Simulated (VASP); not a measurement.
A run of VASP 6.6.1 is set up as follows.

File INCAR:

```
PREC = Accurate
ENCUT = 520
EDIFF = 1E-6
ISMEAR = 0
SIGMA = 0.01
LREAL = F
LASPH = T
NELM = 60
ALGO = Normal
ISIF = 2
LWAVE = F
LCHARG = T
GGA = PS
LELF = T
LVHAR = T
NBANDS = 35
```

Contents of KPOINTS:

```
Automatic mesh
0
Gamma
  15 15 4
```

POSCAR

```
MoS2
1.0
    3.0974912702      0.0000000000      0.0000000000
   -1.5487456351      2.6825061280      0.0000000000
    0.0000000000      0.0000000000     11.6003603053
Mo S
2 4
Direct
    0.3333333333      0.6666666667      0.2500000000
    0.6666666667      0.3333333333      0.7500000000
    0.3333333333      0.6666666667      0.6151513238
    0.6666666667      0.3333333333      0.1151513238
    0.3333333333      0.6666666667      0.8848486762
    0.6666666667      0.3333333333      0.3848486762
```

Potentials or basis: VASP PAW PBE potentials, release 64 (Mo_sv, S).

The run is started by

```sh
$ cat potpaw_PBE.64/Mo_sv/POTCAR potpaw_PBE.64/S/POTCAR > POTCAR
$ mpirun -np 1 vasp_std > vasp.out
```

Problem. Predict the band gap on the k mesh.

Solution. 0.52 eV (least direct gap 1.83 eV).

Problem. Predict the pressure.

Solution. 5.6 GPa.

Forces on the atoms (eV/Å):
```
Mo   0.000  0.000  0.000
Mo   0.000  0.000  0.000
S    0.000  0.000  0.003
S    0.000  0.000  0.003
S    0.000  0.000 -0.003
S    0.000  0.000 -0.003
```

Caveat: the cell stands under pressure; semilocal functionals underestimate gaps, and a narrow one can read as zero; the PAW data sets were made with another functional, which shifts forces and pressure a little. A k mesh can miss the band edges.
